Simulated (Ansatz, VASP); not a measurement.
SiC: VASP beside Ansatz

```
Si C
1.0
     0.00000    2.12369    2.12369
     2.12369    0.00000    2.12369
     2.12369    2.12369    0.00000
Si C
1 1
Direct
  0.00000 0.00000 0.00000
  0.75000 0.75000 0.75000
```

Change from the starting cell: strain -0.025 along x and y, -0.025 along z, atoms carried along.

Alike in both runs: task single point; functional r2SCAN; k mesh 10 × 10 × 10; occupations gaussian, width 0.05 eV; no spin polarisation.

|  | VASP | Ansatz |
| --- | --- | --- |
| version | VASP 6.6.1 | Ansatz 0.2.0 |
| potentials or method | VASP PAW PBE potentials, release 64 (Si, C), cutoff 520 eV | scalar-relativistic, plane waves, PAW |
| valence electrons in the cell | 8 | 8 |

|  | VASP | Ansatz | Ansatz less VASP |
| --- | --- | --- | --- |
| gap on the k mesh at the Fermi level (eV) | 1.67 | 1.66 | -0.013 |
| least direct gap on the mesh (eV) | 5.15 | 5.14 | -0.014 |
| pressure (GPa) | 19.7 | 20.0 | +0.26 |

VASP's potentials were made for PBE, not for r2SCAN. The functional is the same, so the differences come from potentials, cutoffs and numerics.
